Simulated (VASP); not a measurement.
Input of a VASP 6.6.1 run:

The input INCAR:

```
SYSTEM = SiC
  PREC = Accurate
  ENCUT = 520
  EDIFF = 1E-7
  ISMEAR = 0
  SIGMA = 0.02
  LREAL = .FALSE.
  LASPH = .TRUE.
  NELM = 80
  ALGO = Normal
  ISIF = 2
  LWAVE = .FALSE.
  LCHARG = .FALSE.
  GGA = PE
  NBANDS = 31
```

File KPOINTS:

```
Automatic mesh
0
G
  5 4 11
  0 0 0
```

Contents of POSCAR:

```
SiC
1.0
    5.4699979893     -0.0000000188      0.0323679309
   -2.7349990229      8.2051406417     -0.0161744263
   -0.8973847426      1.6410309356      2.5045171289
Si C
5 5
Direct
    0.4497142245      0.6493154646      0.7534227579
    0.2497142245      0.2493154646      0.7534227579
    0.8497142245      0.4493154646      0.7534227579
    0.0497142245      0.8493154646      0.7534227579
    0.6497142245      0.0493154646      0.7534227579
    0.4002857755      0.8006845354     -0.0034227579
    0.2002857755      0.4006845354     -0.0034227579
    0.8002857755      0.6006845354     -0.0034227579
    0.0002857755      0.0006845354     -0.0034227579
    0.6002857755      0.2006845354     -0.0034227579
```

Potentials or basis: VASP PAW PBE potentials, release 64 (Si, C).

Run with:

```bash
$ cat potpaw_PBE.64/Si/POTCAR potpaw_PBE.64/C/POTCAR > POTCAR
$ mpirun -np 1 vasp_std > vasp.out
```

(1) What does it give for the band gap on the k mesh?

(2) What does it give for the pressure?

Answers

(1) 1.06 eV.

(2) -12.7 GPa.
